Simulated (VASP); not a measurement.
# Sn in VASP: a series of runs

Sn is run at these levels: PBEsol; tasks: single point.

All numbers are computed with VASP 6.6.1; they aren't measurements. Logs are shortened: lines on timing, memory, paths and dates and some standing lists are left out, and cuts for length are marked.

### Step 1. The cell of the first run

It takes space group I4/mmm (No. 139, tetragonal). Conventional cell: a = 3.789 Å, b = 3.789 Å, c = 3.941 Å, α = 90.00°, β = 90.00°, γ = 90.00°. Sn (site symmetry 4/mmm) has 14 Sn at 3.33 to 3.94 Å within 4.4 Å.

### Step 2. Single point, PBEsol

INCAR reads:

```
SYSTEM = Sn
ALGO = Normal
EDIFF = 1E-6
ENCUT = 520
GGA = PS
ISIF = 2
ISMEAR = -1
LASPH = .True.
LCHARG = .False.
LREAL = .False.
LWAVE = .False.
NBANDS = 13
NELM = 80
PREC = Accurate
SIGMA = 0.05
```

KPOINTS reads:

```
k-points
0
Gamma
  8 8 8
  0 0 0
```

POSCAR reads:

```
Sn
1.0
   -1.8946518192      1.8946518192      1.9704378920
    1.8946518192     -1.8946518192      1.9704378920
    1.8946518192      1.8946518192     -1.9704378920
Sn
1
Direct
    0.0000000000      0.0000000000      0.0000000000
```

Potentials or basis: VASP PAW PBE potentials, release 64 (Sn_d).

Started as:

```console
> cat potpaw_PBE.64/Sn_d/POTCAR > POTCAR
> mpirun -np 1 vasp_std > vasp.out
```

OUTCAR:

```text
SYSTEM = Sn
   EDIFF = 1E-6
   ENCUT = 520
   GGA = PS
   ISIF = 2
   ISMEAR = -1
   LASPH = .True.
   LREAL = .False.
   NELM = 80
   PREC = Accurate

 ion  position               nearest neighbor table
   1  0.000  0.000  0.000-

  LATTYP: Found a body centered tetragonal cell.
 ALAT       =     3.7893036384
 C/A-ratio  =     1.0400000000

  Lattice vectors:

 A1 = (  -1.8946518192,   1.8946518192,   1.9704378920)
 A2 = (   1.8946518192,  -1.8946518192,   1.9704378920)
 A3 = (   1.8946518192,   1.8946518192,  -1.9704378920)

Analysis of symmetry for initial positions (statically):
=====================================================================
 Subroutine PRICEL returns:
 Original cell was already a primitive cell.

 Routine SETGRP: Setting up the symmetry group for a
 body centered tetragonal supercell.

 Subroutine GETGRP returns: Found 16 space group operations
 (whereof 16 operations were pure point group operations)
 out of a pool of 16 trial point group operations.

The static configuration has the point symmetry D_4h.

Analysis of symmetry for dynamics (positions and initial velocities):
=====================================================================
 Subroutine PRICEL returns:
 Original cell was already a primitive cell.

 Routine SETGRP: Setting up the symmetry group for a
 body centered tetragonal supercell.

 Subroutine GETGRP returns: Found 16 space group operations
 (whereof 16 operations were pure point group operations)
 out of a pool of 16 trial point group operations.

The dynamic configuration has the point symmetry D_4h.

 Subroutine INISYM returns: Found 16 space group operations
 (whereof 16 operations are pure point group operations),
 and found     1 'primitive' translations

----------------------------------------------------------------------------------------

                                     Primitive cell

  volume of cell :      28.2932

  direct lattice vectors                    reciprocal lattice vectors
    -1.894651819  1.894651819  1.970437892     0.000000000  0.263900731  0.253750703
     1.894651819 -1.894651819  1.970437892     0.263900731  0.000000000  0.253750703
     1.894651819  1.894651819 -1.970437892     0.263900731  0.263900731  0.000000000

  length of vectors
     3.325963998  3.325963998  3.325963998     0.366105197  0.366105197  0.373211993

  position of ions in fractional coordinates (direct lattice)
     0.000000000  0.000000000  0.000000000

  ion indices of the primitive-cell ions
   primitive index   ion index
                 1           1

----------------------------------------------------------------------------------------

 KPOINTS: k-points

Automatic generation of k-mesh.
 Grid dimensions read from file:
 generate k-points for:    8    8    8

 Generating k-lattice:

  Cartesian coordinates                     Fractional coordinates (reciprocal lattice)
     0.000000000  0.032987591  0.031718838     0.125000000  0.000000000  0.000000000
     0.032987591  0.000000000  0.031718838     0.000000000  0.125000000  0.000000000
     0.032987591  0.032987591  0.000000000     0.000000000  0.000000000  0.125000000

  Length of vectors
     0.045763150  0.045763150  0.046651499

  Shift w.r.t. Gamma in fractional coordinates (k-lattice)
     0.000000000  0.000000000  0.000000000

 Subroutine IBZKPT returns following result:
 ===========================================

 Found     59 irreducible k-points:

 Following reciprocal coordinates:
            Coordinates               Weight
  0.000000  0.000000  0.000000      1.000000
  0.125000  0.000000  0.000000      8.000000
  0.250000  0.000000  0.000000      8.000000
  0.375000  0.000000  0.000000      8.000000
  0.500000  0.000000  0.000000      4.000000
  0.125000  0.125000  0.000000      8.000000
[... 16 lines left out ...]
  0.250000  0.125000  0.125000     16.000000
  0.375000  0.125000  0.125000      8.000000
 [... further k-points ...]
   k-points           NKPTS =     59   k-points in BZ     NKDIM =     59   number of bands    NBANDS=     13
   number of dos      NEDOS =    301   number of ions     NIONS =      1
   total plane-waves  NPLWV =  21952
   dimension x,y,z NGX =    28 NGY =   28 NGZ =   28
   dimension x,y,z NGXF=    56 NGYF=   56 NGZF=   56
   ions per type =               1
   NGX,Y,Z   is equivalent  to a cutoff of  14.00, 14.00, 14.00 a.u.
   NGXF,Y,Z  is equivalent  to a cutoff of  27.99, 27.99, 27.99 a.u.
 SYSTEM =  Sn
   PREC   = accura    normal or accurate (medium, high low for compatibility)
   ISTART =      0    job   : 0-new  1-cont  2-samecut
   ICHARG =      2    charge: 1-file 2-atom 10-const
   ISPIN  =      1    spin polarized calculation?
   LNONCOLLINEAR =      F non collinear calculations
   LSORBIT =      F    spin-orbit coupling
   LASPH  =      T    aspherical Exc in radial PAW
   ENCUT  =  520.0 eV  38.22 Ry    6.18 a.u.   6.18  6.18  6.18*2*pi/ulx,y,z
   NELM   =     80;   NELMIN=  2; NELMDL= -5     # of ELM steps
   EDIFF  = 0.1E-05   stopping-criterion for ELM
   LREAL  =      F    real-space projection
   EDIFFG = 0.1E-04   stopping-criterion for IOM
   NSW    =      0    number of steps for IOM
   IBRION =     -1    ionic relax: 0-MD 1-quasi-New 2-CG
   NFREE  =      0    steps in history (QN), initial steepest desc. (CG)
   ISIF   =      2    stress and relaxation
   ISYM   =      2    0-nonsym 1-usesym 2-fastsym
   POTIM  = 0.5000    time-step for ionic-motion
   TEBEG  =    0.0;   TEEND  =   0.0 temperature during run
   PSTRESS=    0.0 pullay stress
   NELECT =      14.0000    total number of electrons
   NUPDOWN=      -1.0000    fix difference up-down
   EMIN   =  10.00;   EMAX   =-10.00  energy-range for DOS
[... 5 lines left out ...]
     AMIX     =   0.40;   BMIX     =  1.00
     AMIX_MAG =   1.60;   BMIX_MAG =  1.00
  volume/ion in A,a.u.               =      28.29       190.93
  Fermi-wavevector in a.u.,A,eV,Ry     =   1.294863  2.446935 22.812465  1.676669
  Thomas-Fermi vector in A             =   2.426419
   LORBIT       =      0    0 simple, 1 ext, 2 COOP (PROOUT), +10 PAW based schemes
   GGA     = PS    functional components
   LHFCALC =     F    Hartree Fock is set to
   AEXX    =    0.0000 exact exchange contribution
   IVDW    =     0    specifies the selected vdW correction
   LEPSILON=     F    determine dielectric tensor
   LRPA    =     F    only Hartree local field effects (RPA)
 non-spin polarized calculation
  energy-cutoff  :      520.00
  volume of cell :       28.29
 maximum number of plane-waves:       774
 NGX is ok and might be reduce to    28
   NGX = 13   NGY = 13   NGZ = 13

 number of electron      14.0000003 magnetization

 Free energy of the ion-electron system (eV)
  ---------------------------------------------------
  ext. energy  EPLUGINS =         0.00000000
  ---------------------------------------------------
  free energy    TOTEN  =        -4.19916024 eV

  energy without entropy =       -4.18962269  energy(sigma->0) =       -4.19439147

 E-fermi :   7.3619     XC(G=0): -10.3178

 val. band max:        7.3434555934   @ k =   0.2500   0.2500   0.0000
 cond. band min:       7.3811328275   @ k =  -0.3750   0.5000   0.1250
 fundamental gap:      0.0376772342
 Fermi energy:         7.3619025141

 k-point     1 :       0.0000    0.0000    0.0000
  band No.  band energies     occupation
      1     -13.9690      2.00000
      2     -13.9690      2.00000
      3     -13.9606      2.00000
      4     -13.8517      2.00000
      5     -13.8356      2.00000
      6      -3.3592      2.00000
      7      14.9124      0.00000
      8      15.0902      0.00000
      9      15.0902      0.00000
     10      19.1763      0.00000
     11      19.6815      0.00000
     12      19.6914      0.00000
     13      19.6949      0.00000

 k-point     2 :       0.1250    0.0000    0.0000
  band No.  band energies     occupation
      1     -13.9707      2.00000
      2     -13.9597      2.00000
      3     -13.9366      2.00000
      4     -13.8563      2.00000
      5     -13.8389      2.00000
      6      -3.0342      2.00000
      7      12.5768      0.00000
      8      14.0835      0.00000
      9      14.6787      0.00000
     10      17.5566      0.00000
     11      18.0680      0.00000
     12      18.9962      0.00000
     13      20.5014      0.00000

 k-point     3 :       0.2500    0.0000    0.0000
  band No.  band energies     occupation
      1     -13.9839      2.00000
      2     -13.9441      2.00000
      3     -13.8689      2.00000
      4     -13.8645      2.00000
      5     -13.8440      2.00000
      6      -2.0607      2.00000
      7       8.7571      0.00000
      8      12.5471      0.00000
      9      13.8977      0.00000
     10      16.3358      0.00000
     11      16.8002      0.00000
     12      19.3136      0.00000
     13      21.2343      0.00000

 k-point     4 :       0.3750    0.0000    0.0000
  band No.  band energies     occupation
      1     -13.9974      2.00000
      2     -13.9435      2.00000
      3     -13.8615      2.00000
      4     -13.8465      2.00000
      5     -13.7997      2.00000
      6      -0.4797      2.00000
      7       5.3061      2.00000
      8      11.4640      0.00000
      9      13.2073      0.00000
     10      15.6142      0.00000
     11      16.0485      0.00000
     12      20.4912      0.00000
     13      22.3435      0.00000

 k-point     5 :       0.5000    0.0000    0.0000
  band No.  band energies     occupation
      1     -14.0029      2.00000
      2     -13.9478      2.00000
      3     -13.8580      2.00000
      4     -13.8458      2.00000
      5     -13.7708      2.00000
      6       0.9934      2.00000
      7       3.1942      2.00000
      8      11.0826      0.00000
      9      12.9487      0.00000
     10      15.3784      0.00000
     11      15.8001      0.00000
     12      21.4347      0.00000
     13      23.2608      0.00000

 k-point     6 :       0.1250    0.1250    0.0000
  band No.  band energies     occupation
      1     -13.9705      2.00000
      2     -13.9548      2.00000
      3     -13.8889      2.00000
      4     -13.8650      2.00000
      5     -13.8434      2.00000
      6      -2.3977      2.00000
      7      10.3704      0.00000
      8      11.8370      0.00000
      9      13.7762      0.00000
     10      17.4560      0.00000
     11      17.6112      0.00000
     12      19.8161      0.00000
     13      21.6962      0.00000

 k-point     7 :       0.2500    0.1250    0.0000
  band No.  band energies     occupation
      1     -13.9809      2.00000
      2     -13.9393      2.00000
      3     -13.8666      2.00000
      4     -13.8507      2.00000
      5     -13.8288      2.00000
      6      -1.1256      2.00000
      7       7.1599      1.96544
      8      10.1493      0.00000
      9      12.7813      0.00000
     10      16.6923      0.00000
     11      18.3399      0.00000
     12      19.7239      0.00000
     13      22.6703      0.00000
[... 193 lines left out ...]
 k-point    20 :      -0.3750    0.3750    0.0000
  band No.  band energies     occupation
      1     -14.0066      2.00000
      2     -13.9481      2.00000
      3     -13.8472      2.00000
      4     -13.8458      2.00000
      5     -13.7954      2.00000
      6      -0.3556      2.00000
      7       5.5349      2.00000
      8      11.0311      0.00000
      9      12.6135      0.00000
     10      15.0747      0.00000
     11      15.4455      0.00000
     12      21.5531      0.00000
     13      22.9384      0.00000

 k-point    21 :       0.5000    0.5000    0.0000
  band No.  band energies     occupation
      1     -14.0131      2.00000
      2     -13.9538      2.00000
      3     -13.8463      2.00000
      4     -13.8406      2.00000
      5     -13.7649      2.00000
      6       1.2287      2.00000
      7       3.3006      2.00000
      8      10.6314      0.00000
      9      12.3110      0.00000
     10      14.8144      0.00000
     11      15.1892      0.00000
     12      22.7691      0.00000
     13      23.6832      0.00000

 k-point    22 :       0.1250    0.1250    0.1250
  band No.  band energies     occupation
      1     -13.9692      2.00000
      2     -13.9651      2.00000
      3     -13.8548      2.00000
      4     -13.8503      2.00000
      5     -13.8380      2.00000
      6      -1.3921      2.00000
      7       8.2555      0.00000
      8      10.4343      0.00000
      9      10.7848      0.00000
     10      19.0673      0.00000
     11      19.4221      0.00000
     12      21.3128      0.00000
     13      21.7557      0.00000

 k-point    23 :       0.2500    0.1250    0.1250
  band No.  band energies     occupation
      1     -13.9754      2.00000
      2     -13.9400      2.00000
      3     -13.8558      2.00000
      4     -13.8485      2.00000
      5     -13.8156      2.00000
      6       0.1462      2.00000
      7       5.7534      2.00000
      8       8.6167      0.00000
      9       9.8428      0.00000
     10      19.8513      0.00000
     11      20.1334      0.00000
     12      21.6057      0.00000
     13      22.9142      0.00000

 k-point    24 :       0.3750    0.1250    0.1250
  band No.  band energies     occupation
      1     -13.9785      2.00000
      2     -13.9250      2.00000
      3     -13.8536      2.00000
      4     -13.8461      2.00000
      5     -13.8150      2.00000
      6       1.4856      2.00000
      7       3.9474      2.00000
      8       8.1102      0.00000
      9       9.5389      0.00000
     10      19.7172      0.00000
     11      20.1648      0.00000
     12      22.3584      0.00000
     13      23.9419      0.00000

 [... further k-points ...]
[... 5 lines left out ...]
  --------------------------------------------------------------------------------------
  -------------------------------------------------------------------------------------
  Total       -0.7387366     -0.7387366     -0.2984338      0.0000000      0.0000000      0.0000000
  in kB      -41.8329638    -41.8329638    -16.8996234      0.0000000      0.0000000      0.0000000
  external PRESSURE =     -33.5218504 kB  Pullay stress =       0.0000000 kB

 VOLUME and BASIS-vectors are now :
 -----------------------------------------------------------------------------
  energy-cutoff  :      520.00
  volume of cell :       28.29
      direct lattice vectors                 reciprocal lattice vectors
    -1.894651819  1.894651819  1.970437892     0.000000000  0.263900731  0.253750703
     1.894651819 -1.894651819  1.970437892     0.263900731  0.000000000  0.253750703
     1.894651819  1.894651819 -1.970437892     0.263900731  0.263900731  0.000000000

 POSITION                                       TOTAL-FORCE (eV/Angst)
 -----------------------------------------------------------------------------------
      0.00000      0.00000      0.00000        -0.000000      0.000000     -0.000000
 -----------------------------------------------------------------------------------
    total drift:                               -0.000000     -0.000000     -0.000000

  FREE ENERGIE OF THE ION-ELECTRON SYSTEM (eV)
  ---------------------------------------------------
  free  energy   TOTEN  =        -4.1991602390 eV

  energy  without entropy=       -4.1896226914  energy(sigma->0) =       -4.19439147
```

Wall time 8.2 s (1 thread of Intel Xeon 6975P-C (Granite Rapids), shared host); peak memory 0.16 GiB.

What came out:

| Property | Result |
| --- | --- |
| Free energy | -4.1992 eV |
| Pressure | -3.4 GPa |
| Band gap on the k mesh | zero (band 7 reaches 14.91 eV, above the bottom of band 8 at 5.36 eV) |

Stress tensor (GPa, compression positive):
```
-4.18  0.00  0.00
 0.00 -4.18  0.00
 0.00  0.00 -1.69
```

Caveat: the PAW data sets were made with another functional, which shifts forces and pressure a little; spin-orbit coupling is left out, which moves the levels of the heavy elements.

(Continued in part 2 of 2.)
